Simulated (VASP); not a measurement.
Wanted: the native input for a VASP 6.6.1 run.

```yaml
Task: single point
Functional: LDA
Potentials_or_basis: VASP PAW LDA potentials, release 64 (Si, Ni)
Cutoff: 520 eV
k_mesh: 2 × 2 × 2, shifted
Occupations: gaussian, width 0.02 eV
Spin: no spin polarisation
Dipole_correction: no
Further_INCAR_settings: LREAL = Auto; ALGO = Normal; EDIFF = 1e-07; NBANDS = 91
```

The structure of Si32Ni (a cell with a defect) lies in POSCAR:

```
Si32Ni
1.0
   -5.4019422872     -5.4019422872      5.4019422872
    5.4019422872     -5.4019422872     -5.4019422872
    5.4019422872      5.4019422872      5.4019422872
Si Ni
32 1
Direct
    0.2499692570      0.7489337695      0.7490725159
    0.0000133285      0.7520958729     -0.0000054610
    0.4991413933      0.4989820988      0.7500253214
    0.2504090063      0.5020705250     -0.0000120327
    0.0000037024      0.5020737645      0.2503779989
    0.7491003763      0.7489410817      0.2499598160
    0.5004996085      0.7504642376      0.5004817446
    0.0000044428     -0.0044570080      0.7427982912
    0.7495978825      0.2516646657      0.7495827028
    0.4995131115      0.2499736999     -0.0000069419
    0.2571998970      0.2527377057      0.2571986938
    0.0000096262      0.2499753659      0.4995113529
    0.7500439258      0.4989735833      0.4991139032
    0.7428086578     -0.0044564526      0.0000016661
    0.5008778984     -0.0001507791      0.2508929063
    0.2509111405     -0.0001531856      0.5008689201
    0.2503387537      0.7502715291      0.5002589543
    0.0000086080      0.7479347770      0.7483004788
    0.5031742021      0.5035636916      0.5031508771
    0.2499563913      0.4999446230      0.7496581386
    0.0000028693      0.5009460220     -0.0000261017
    0.7483246368      0.7479375538     -0.0000024065
    0.5002826495      0.7502774529      0.2503230187
    0.0000041652      0.0003984678      0.4968320388
    0.7500623451      0.2499976727      0.4997114661
    0.4997283119      0.2500025784      0.7500504049
    0.2520358285      0.2536173893     -0.0000002777
    0.0000027768      0.2536212768      0.2520285163
    0.7496727630      0.4999418462      0.2499301044
    0.7479733742      0.0015861887      0.7479688388
    0.4968333346      0.0003942101     -0.0000191598
    0.2516987276     -0.0003748652      0.2516885460
    0.0000104592      0.0960243506     -0.0000060164
```

The input as run:

INCAR

```
ALGO     = Normal         # electronic algorithm
EDIFF    = 1E-7           # SCF threshold, eV
ENCUT    = 520            # plane-wave cutoff, eV
ISIF     = 2              # what is computed and relaxed
ISMEAR   = 0              # smearing method
LASPH    = True           # aspherical terms in the spheres
LCHARG   = False          # write CHGCAR
LREAL    = Auto         
LWAVE    = False          # write WAVECAR
NBANDS   = 91             # bands
NELM     = 60             # most SCF steps
PREC     = Accurate       # precision mode
SIGMA    = 0.02           # smearing width, eV
```

KPOINTS

```
Automatic mesh
0
Gamma
  2 2 2
  0.5 0.5 0.5
```

Potentials or basis: VASP PAW LDA potentials, release 64 (Si, Ni).

Run with:

```console
$ cat potpaw_LDA.64/Si/POTCAR potpaw_LDA.64/Ni/POTCAR > POTCAR
$ mpirun -np 1 vasp_std > vasp.out
```

Results of the run:

- Pressure: 0.7 GPa
- Largest force: 0.075 eV/Å
- Band gap on the k mesh: 0.73 eV

Run time: 6.6 min on 1 thread of Intel(R) Xeon(R) 6975P-C (Granite Rapids), on a shared host, peak memory 0.59 GiB.
